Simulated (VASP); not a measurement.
# Ba (R-3m) in VASP: further runs

Runs on Ba. Level: PBEsol. Tasks: single point.

Everything below comes from runs of VASP 6.6.1. Logs are shortened: lines on timing, memory, paths and dates and some standing lists are left out, and cuts for length are marked.

## 1. The cell of the first run

The structure is trigonal, space group R-3m (No. 166). The conventional cell has a = 5.214 Å, b = 5.214 Å, c = 7.663 Å, α = 90.00°, β = 90.00°, γ = 120.00°. Within 5.2 Å of Ba (site symmetry -3m) lie 6 Ba at 3.95 Å.

## 2. Single point, PBEsol

INCAR

```
PREC     = Accurate       # precision mode
ENCUT    = 520            # plane-wave cutoff, eV
EDIFF    = 1E-6           # SCF threshold, eV
ISMEAR   = 0              # smearing method
SIGMA    = 0.15           # smearing width, eV
LREAL    = F              # projectors in reciprocal space
LASPH    = T              # aspherical terms in the spheres
NELM     = 60             # most SCF steps
ALGO     = Fast           # electronic algorithm
ISIF     = 2              # what is computed and relaxed
LWAVE    = F              # write WAVECAR
LCHARG   = F              # write CHGCAR
GGA      = PS             # functional
NBANDS   = 11             # bands
```

KPOINTS

```
Automatic mesh
0
Gamma
  14 14 14
```

POSCAR

```
Ba
1.0
    3.9324942470      0.2457808904      0.2457808904
    0.2457808904      3.9324942470      0.2457808904
    0.2457808904      0.2457808904      3.9324942470
Ba
1
Direct
    0.0000000000      0.0000000000      0.0000000000
```

Potentials or basis: VASP PAW PBE potentials, release 64 (Ba_sv).

Launch:

```sh
$ cat potpaw_PBE.64/Ba_sv/POTCAR > POTCAR
$ mpirun -np 1 vasp_std > vasp.out
```

OUTCAR:

```text
PREC = Accurate
   ENCUT = 520
   EDIFF = 1E-6
   ISMEAR = 0
   LREAL = F
   LASPH = T
   NELM = 60
   ISIF = 2
   GGA = PS

 ion  position               nearest neighbor table
   1  0.000  0.000  0.000-

  LATTYP: Found a trigonal (rhomboedric) cell.
 ALAT       =     3.9478256667
 COS(alpha) =     0.1279069767

  Lattice vectors:

 A1 = (   3.9324942470,   0.2457808904,   0.2457808904)
 A2 = (   0.2457808904,   3.9324942470,   0.2457808904)
 A3 = (   0.2457808904,   0.2457808904,   3.9324942470)

Analysis of symmetry for initial positions (statically):
=====================================================================
 Subroutine PRICEL returns:
 Original cell was already a primitive cell.

 Routine SETGRP: Setting up the symmetry group for a
 trigonal (rhombohedral) supercell.

 Subroutine GETGRP returns: Found 12 space group operations
 (whereof 12 operations were pure point group operations)
 out of a pool of 12 trial point group operations.

The static configuration has the point symmetry D_3d.

Analysis of symmetry for dynamics (positions and initial velocities):
=====================================================================
 Subroutine PRICEL returns:
 Original cell was already a primitive cell.

 Routine SETGRP: Setting up the symmetry group for a
 trigonal (rhombohedral) supercell.

 Subroutine GETGRP returns: Found 12 space group operations
 (whereof 12 operations were pure point group operations)
 out of a pool of 12 trial point group operations.

The dynamic configuration has the point symmetry D_3d.

 Subroutine INISYM returns: Found 12 space group operations
 (whereof 12 operations are pure point group operations),
 and found     1 'primitive' translations

----------------------------------------------------------------------------------------

                                     Primitive cell

  volume of cell :      60.1311

  direct lattice vectors                    reciprocal lattice vectors
     3.932494247  0.245780890  0.245780890     0.256175176 -0.015069128 -0.015069128
     0.245780890  3.932494247  0.245780890    -0.015069128  0.256175176 -0.015069128
     0.245780890  0.245780890  3.932494247    -0.015069128 -0.015069128  0.256175176

  length of vectors
     3.947825667  3.947825667  3.947825667     0.257060067  0.257060067  0.257060067

  position of ions in fractional coordinates (direct lattice)
     0.000000000  0.000000000  0.000000000

  ion indices of the primitive-cell ions
   primitive index   ion index
                 1           1

----------------------------------------------------------------------------------------

 KPOINTS: Automatic mesh

Automatic generation of k-mesh.
 Grid dimensions read from file:
 generate k-points for:   14   14   14

 Generating k-lattice:

  Cartesian coordinates                     Fractional coordinates (reciprocal lattice)
     0.018298227 -0.001076366 -0.001076366     0.071428571 -0.000000000  0.000000000
    -0.001076366  0.018298227 -0.001076366    -0.000000000  0.071428571  0.000000000
    -0.001076366 -0.001076366  0.018298227     0.000000000  0.000000000  0.071428571

  Length of vectors
     0.018361433  0.018361433  0.018361433

  Shift w.r.t. Gamma in fractional coordinates (k-lattice)
     0.000000000  0.000000000  0.000000000

 Subroutine IBZKPT returns following result:
 ===========================================

 Found    288 irreducible k-points:

 Following reciprocal coordinates:
            Coordinates               Weight
  0.000000  0.000000  0.000000      1.000000
  0.071429  0.000000  0.000000      6.000000
  0.142857  0.000000  0.000000      6.000000
  0.214286  0.000000  0.000000      6.000000
  0.285714 -0.000000  0.000000      6.000000
  0.357143  0.000000  0.000000      6.000000
[... 16 lines left out ...]
  0.214286  0.142857  0.000000     12.000000
  0.285714  0.142857  0.000000     12.000000
 [... further k-points ...]
   k-points           NKPTS =    288   k-points in BZ     NKDIM =    288   number of bands    NBANDS=     11
   number of dos      NEDOS =    301   number of ions     NIONS =      1
   total plane-waves  NPLWV =  27000
   dimension x,y,z NGX =    30 NGY =   30 NGZ =   30
   dimension x,y,z NGXF=    60 NGYF=   60 NGZF=   60
   ions per type =               1
   NGX,Y,Z   is equivalent  to a cutoff of  12.63, 12.63, 12.63 a.u.
   NGXF,Y,Z  is equivalent  to a cutoff of  25.27, 25.27, 25.27 a.u.
 SYSTEM =  unknown system
   PREC   = accura    normal or accurate (medium, high low for compatibility)
   ISTART =      0    job   : 0-new  1-cont  2-samecut
   ICHARG =      2    charge: 1-file 2-atom 10-const
   ISPIN  =      1    spin polarized calculation?
   LNONCOLLINEAR =      F non collinear calculations
   LSORBIT =      F    spin-orbit coupling
   LASPH  =      T    aspherical Exc in radial PAW
   ENCUT  =  520.0 eV  38.22 Ry    6.18 a.u.   7.34  7.34  7.34*2*pi/ulx,y,z
   NELM   =     60;   NELMIN=  2; NELMDL= -5     # of ELM steps
   EDIFF  = 0.1E-05   stopping-criterion for ELM
   LREAL  =      F    real-space projection
   EDIFFG = 0.1E-04   stopping-criterion for IOM
   NSW    =      0    number of steps for IOM
   IBRION =     -1    ionic relax: 0-MD 1-quasi-New 2-CG
   NFREE  =      0    steps in history (QN), initial steepest desc. (CG)
   ISIF   =      2    stress and relaxation
   ISYM   =      2    0-nonsym 1-usesym 2-fastsym
   POTIM  = 0.5000    time-step for ionic-motion
   TEBEG  =    0.0;   TEEND  =   0.0 temperature during run
   PSTRESS=    0.0 pullay stress
   NELECT =      10.0000    total number of electrons
   NUPDOWN=      -1.0000    fix difference up-down
   EMIN   =  10.00;   EMAX   =-10.00  energy-range for DOS
   EFERMI =   0.00;   METHOD = LEGACY
   ISMEAR =     0;   SIGMA  =   0.15  broadening in eV -4-tet -1-fermi 0-gaus
   EFERMI_NEDOS =   21; number of points for ismear=-14 and -15
   IALGO  =     68    algorithm
   IMIX   =      4    mixing-type and parameters
     AMIX     =   0.40;   BMIX     =  1.00
     AMIX_MAG =   1.60;   BMIX_MAG =  1.00
  volume/ion in A,a.u.               =      60.13       405.78
  Fermi-wavevector in a.u.,A,eV,Ry     =   0.900275  1.701272 11.027448  0.810495
  Thomas-Fermi vector in A             =   2.023212
   LORBIT       =      0    0 simple, 1 ext, 2 COOP (PROOUT), +10 PAW based schemes
   GGA     = PS    functional components
   LHFCALC =     F    Hartree Fock is set to
   AEXX    =    0.0000 exact exchange contribution
   IVDW    =     0    specifies the selected vdW correction
   LEPSILON=     F    determine dielectric tensor
   LRPA    =     F    only Hartree local field effects (RPA)
 non-spin polarized calculation
 RMM-DIIS sequential band-by-band and
 Gauss-broadening in eV      SIGMA  =   0.15
  energy-cutoff  :      520.00
  volume of cell :       60.13
 maximum number of plane-waves:      1650
 NGX is ok and might be reduce to    30
   NGX = 15   NGY = 15   NGZ = 15

 number of electron      10.0000002 magnetization

 Free energy of the ion-electron system (eV)
  ---------------------------------------------------
  ext. energy  EPLUGINS =         0.00000000
  ---------------------------------------------------
  free energy    TOTEN  =        -1.88443358 eV

  energy without entropy =       -1.87642727  energy(sigma->0) =       -1.88043042

 E-fermi :   1.6404     XC(G=0):  -7.6463

 val. band max:        1.6354066753   @ k =  -0.2143   0.5000   0.0714
 cond. band min:       1.6636228460   @ k =   0.5000   0.2143   0.1429
 fundamental gap:      0.0282161707
 Fermi energy:         1.6403746829

 k-point     1 :       0.0000    0.0000    0.0000
  band No.  band energies     occupation
      1     -27.4259      2.00000
      2     -12.2493      2.00000
      3     -12.2493      2.00000
      4     -12.2019      2.00000
      5      -1.0068      2.00000
      6       1.7841      0.17554
      7       1.7841      0.17554
      8       6.3115      0.00000
      9       6.3115      0.00000
     10       6.3575      0.00000
     11       8.5135      0.00000

 k-point     2 :       0.0714    0.0000    0.0000
  band No.  band energies     occupation
      1     -27.4229      2.00000
      2     -12.2800      2.00000
      3     -12.2463      2.00000
      4     -12.2087      2.00000
      5      -0.9256      2.00000
      6       1.8065      0.11729
      7       1.8576      0.04058
      8       6.1243      0.00000
      9       6.1397      0.00000
     10       6.3354      0.00000
     11       8.7060      0.00000

 k-point     3 :       0.1429    0.0000    0.0000
  band No.  band energies     occupation
      1     -27.4144      2.00000
      2     -12.3852      2.00000
      3     -12.2378      2.00000
      4     -12.2062      2.00000
      5      -0.6985      2.00000
      6       1.8698      0.03057
      7       2.0612      0.00007
      8       5.7086      0.00000
      9       5.7419      0.00000
     10       6.3499      0.00000
     11       8.5999      0.00000

 k-point     4 :       0.2143    0.0000    0.0000
  band No.  band energies     occupation
      1     -27.4020      2.00000
      2     -12.5377      2.00000
      3     -12.2254      2.00000
      4     -12.1963      2.00000
      5      -0.3674      2.00000
      6       1.9614      0.00248
      7       2.3316      0.00000
      8       5.2657      0.00000
      9       5.3792      0.00000
     10       6.3754      0.00000
     11       7.9857      0.00000
[... 239 lines left out ...]
 k-point    22 :       0.1429    0.1429   -0.0000
  band No.  band energies     occupation
      1     -27.4034      2.00000
      2     -12.3733      2.00000
      3     -12.3560      2.00000
      4     -12.2116      2.00000
      5      -0.4560      2.00000
      6       2.0094      0.00050
      7       2.3342      0.00000
      8       4.6478      0.00000
      9       5.7599      0.00000
     10       6.0096      0.00000
     11       9.3882      0.00000

 k-point    23 :       0.2143    0.1429    0.0000
  band No.  band energies     occupation
      1     -27.3913      2.00000
      2     -12.5161      2.00000
      3     -12.3468      2.00000
      4     -12.2009      2.00000
      5      -0.1545      2.00000
      6       2.1094      0.00001
      7       2.6047      0.00000
      8       4.2253      0.00000
      9       5.4490      0.00000
     10       6.0073      0.00000
     11       8.7882      0.00000

 k-point    24 :       0.2857    0.1429    0.0000
  band No.  band energies     occupation
      1     -27.3777      2.00000
      2     -12.6774      2.00000
      3     -12.3310      2.00000
      4     -12.1882      2.00000
      5       0.2124      2.00000
      6       2.2056      0.00000
      7       2.6841      0.00000
      8       4.1624      0.00000
      9       5.1624      0.00000
     10       6.0491      0.00000
     11       8.1998      0.00000

 [... further k-points ...]

------------------------ aborting loop because EDIFF is reached ----------------------------------------

  FORCE on cell =-STRESS in cart. coord.  units (eV):
  Direction    XX          YY          ZZ          XY          YZ          ZX
  --------------------------------------------------------------------------------------
  -------------------------------------------------------------------------------------
  Total       -0.1185757     -0.1185757     -0.1185757      0.1820064      0.1820064      0.1820064
  in kB       -3.1594155     -3.1594155     -3.1594155      4.8495090      4.8495090      4.8495090
  external PRESSURE =      -3.1594155 kB  Pullay stress =       0.0000000 kB

 VOLUME and BASIS-vectors are now :
 -----------------------------------------------------------------------------
  energy-cutoff  :      520.00
  volume of cell :       60.13
      direct lattice vectors                 reciprocal lattice vectors
     3.932494247  0.245780890  0.245780890     0.256175176 -0.015069128 -0.015069128
     0.245780890  3.932494247  0.245780890    -0.015069128  0.256175176 -0.015069128
     0.245780890  0.245780890  3.932494247    -0.015069128 -0.015069128  0.256175176

 POSITION                                       TOTAL-FORCE (eV/Angst)
 -----------------------------------------------------------------------------------
      0.00000      0.00000      0.00000        -0.000000      0.000000      0.000000
 -----------------------------------------------------------------------------------
    total drift:                               -0.000000     -0.000000     -0.000000

  FREE ENERGIE OF THE ION-ELECTRON SYSTEM (eV)
  ---------------------------------------------------
  free  energy   TOTEN  =        -1.8844335782 eV

  energy  without entropy=       -1.8764272669  energy(sigma->0) =       -1.88043042
```

Wall time 68 s (1 thread of AMD EPYC 9R45 (Zen 5), shared host); peak memory 0.28 GiB.

Results:

```yaml
Free_energy: -1.8844 eV
Pressure: -0.3 GPa
Band_gap_on_the_k_mesh: zero (band 5 reaches 1.66 eV, above the bottom of band 6 at 1.58 eV)
```

Stress tensor (GPa, compression positive):
```
-0.32  0.48  0.48
 0.48 -0.32  0.48
 0.48  0.48 -0.32
```

Caveat: the PAW data sets were made with another functional, which shifts forces and pressure a little; spin-orbit coupling is left out, which moves the levels of the heavy elements.

[end of part 1 of 2]
